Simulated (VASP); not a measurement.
**GaAs: single point with PBE**

Crystal: GaAs.

```
Ga As
1.0
     0.00000    2.68338    2.68338
     2.68338    0.00000    2.68338
     2.68338    2.68338    0.00000
Ga As
1 1
Direct
  0.00000 0.00000 0.00000
  0.25000 0.25000 0.25000
```

```
Program                : VASP 6.6.1
Task                   : single point
Functional             : PBE
Potentials or basis    : VASP PAW PBE potentials, release 64 (Ga_d, As)
Cutoff                 : 520 eV
k mesh                 : 12 × 12 × 12
Occupations            : gaussian, width 0.01 eV
Spin                   : no spin polarisation
Dipole correction      : no
Further INCAR settings : ALGO = Normal; EDIFF = 1e-06; NBANDS = 16
```

The pressure is 20.3 GPa and the band gap on the k mesh is 1.12 eV, indirect (least direct gap 1.76 eV).

Levels at points of the mesh, in eV from the valence-band top:
| k point | band 6 | band 7 | band 8 | band 9 | band 10 | band 11 | band 12 | band 13 |
| --- | --- | --- | --- | --- | --- | --- | --- | --- |
| (0.00, 0.00, 0.00) | -13.97 | 0.00 | 0.00 | 0.00 | 1.76 | 3.74 | 3.74 | 3.74 |
| (0.50, 0.00, 0.00) | -11.67 | -7.60 | -1.40 | -1.40 | 1.46 | 4.64 | 4.64 | 7.82 |
| (0.50, 0.50, 0.00) | -10.72 | -7.63 | -3.29 | -3.29 | 1.12 | 1.50 | 11.46 | 11.46 |

Run time: 35 s on 1 thread of Intel Xeon 6975P-C, on a shared host, peak memory 0.19 GiB.

A k mesh can miss the band edges. A hybrid or GW would open this gap; PBE tends to underestimate it.
